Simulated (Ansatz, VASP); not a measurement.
SiO2: VASP beside Ansatz

File INCAR:

```
SYSTEM = SiO2
PREC = Accurate
ENCUT = 520
EDIFF = 1E-7
ISMEAR = -1
SIGMA = 0.05
LREAL = .False.
LASPH = .True.
NELM = 80
ALGO = Normal
ISIF = 2
LWAVE = .False.
LCHARG = .False.
GGA = CA
NBANDS = 25
```

Contents of KPOINTS:

```
Automatic mesh
0
Gamma
  6 6 6
  0 0 0
```

The input POSCAR:

```
SiO2
1.0
   -2.3740500000      2.3740500000      3.7440000000
    2.3740500000     -2.3740500000      3.7440000000
    2.3740500000      2.3740500000     -3.7440000000
Si O
2 4
Direct
    0.0000000000      0.0000000000      0.0000000000
    0.7500000000      0.2500000000      0.5000000000
    0.9983800000      0.6250000000      0.8733800000
    0.3750000000      0.2483800000      0.3733800000
    0.7516200000      0.1250000000      0.1266200000
    0.8750000000      0.0016200000      0.6266200000
```

Input for Ansatz:

```yaml
crystal:
  lattice:
    - [-2.37405, 2.37405, 3.744]
    - [2.37405, -2.37405, 3.744]
    - [2.37405, 2.37405, -3.744]
  atoms:
    - { symbol: Si, position: [0.0, 0.0, 0.0] }
    - { symbol: Si, position: [0.7499999999999999, 0.25000000000000006, 0.49999999999999994] }
    - { symbol: O, position: [0.9983800000000002, 0.625, 0.87338] }
    - { symbol: O, position: [0.375, 0.24838000000000002, 0.37338] }
    - { symbol: O, position: [0.7516199999999998, 0.125, 0.12661999999999998] }
    - { symbol: O, position: [0.875, 0.0016200000000000483, 0.62662] }
kpoints:
  mp_grid:
    grid: [6, 6, 6]
hamiltonian:
  xc: lda
scf:
  occupations:
    method: fermi_dirac
    width: 0.05
output:
  stress: true
```

Alike in both runs: task single point; functional LDA; k mesh 6 × 6 × 6; occupations fermi-dirac, width 0.05 eV; no spin polarisation.

|  | VASP | Ansatz |
| --- | --- | --- |
| version | VASP 6.6.1 | Ansatz 0.2.0 |
| potentials or method | VASP PAW LDA potentials, release 64 (Si, O) | plane waves, PAW |
| plane-wave cutoff (eV) | 520 | 420 |
| valence electrons in the cell | 32 | 32 |

|  | VASP | Ansatz | Ansatz less VASP |
| --- | --- | --- | --- |
| pressure (GPa) | -2.3 | -2.9 | -0.59 |
| traceless stress, the component that is largest in VASP (GPa) | -1.28 | -1.35 | -0.070 |

LDA's correlation is that of Perdew and Zunger in VASP and of Perdew and Wang (1992) in Ansatz.
